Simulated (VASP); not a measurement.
A run of VASP 6.6.1:

File INCAR:

```
PREC = Accurate
ENCUT = 600
EDIFF = 1E-6
ISMEAR = -1
SIGMA = 0.05
LREAL = False
LASPH = True
NELM = 60
ALGO = Normal
ISIF = 3
LWAVE = False
LCHARG = False
GGA = PS
IBRION = 2
NSW = 60
EDIFFG = -0.01
PSTRESS = 20.0
```

Contents of KPOINTS:

```
regular mesh
0
Gamma
  7 7 11
```

POSCAR

```
I
1.0
    2.5383465792     -3.7066249365      0.0000000000
    2.5383465792      3.7066249365      0.0000000000
   -1.6208748370      0.0000000000      2.3810977968
I
1
Direct
    0.5000000000      0.5000000000      0.5000000000
```

Potentials or basis: VASP PAW PBE potentials, release 64 (I).

The run is started by

```sh
$ cat potpaw_PBE.64/I/POTCAR > POTCAR
$ mpirun -np 1 vasp_std > vasp.out
```

Hardware: 1 thread of AMD EPYC 7R13, on a shared host.

Task: How long does it take, and how much memory?

Result: It took 17 min on 1 thread of AMD EPYC 7R13 (shared host), peak memory 0.21 GiB. Counts: scf iterations 163, k points 156, ion steps 26.
